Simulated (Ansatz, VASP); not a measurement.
# C in VASP and in Ansatz

```
C
1.0
     0.00000    1.79521    1.79521
     1.79521    0.00000    1.79521
     1.79521    1.79521    0.00000
C
2
Direct
  0.50000 0.50000 0.50000
  0.75000 0.75000 0.75000
```

Change from the starting cell: volume scaled by 1.02.

Alike in both runs: task single point; functional LDA; k mesh 16 × 16 × 16; occupations fermi-dirac, width 0.03 eV; no spin polarisation.

|  | VASP | Ansatz |
| --- | --- | --- |
| version | VASP 6.6.1 | Ansatz 0.2.0 |
| potentials or method | VASP PAW LDA potentials, release 64 (C), cutoff 520 eV | all-electron LAPW, scalar-relativistic |

VASP gave:

| Property | Result |
| --- | --- |
| gap on the k mesh at the Fermi level (eV) | 4.05 |
| pressure (GPa) | -19.7 |

Problem. Estimate Ansatz's values.

Solution. gap on the k mesh at the Fermi level (eV): 4.06; pressure (GPa): -21.0.

LDA's correlation is that of Perdew and Zunger in VASP and of Perdew and Wang (1992) in Ansatz. Ansatz ran all-electron here, and VASP with PAW potentials.
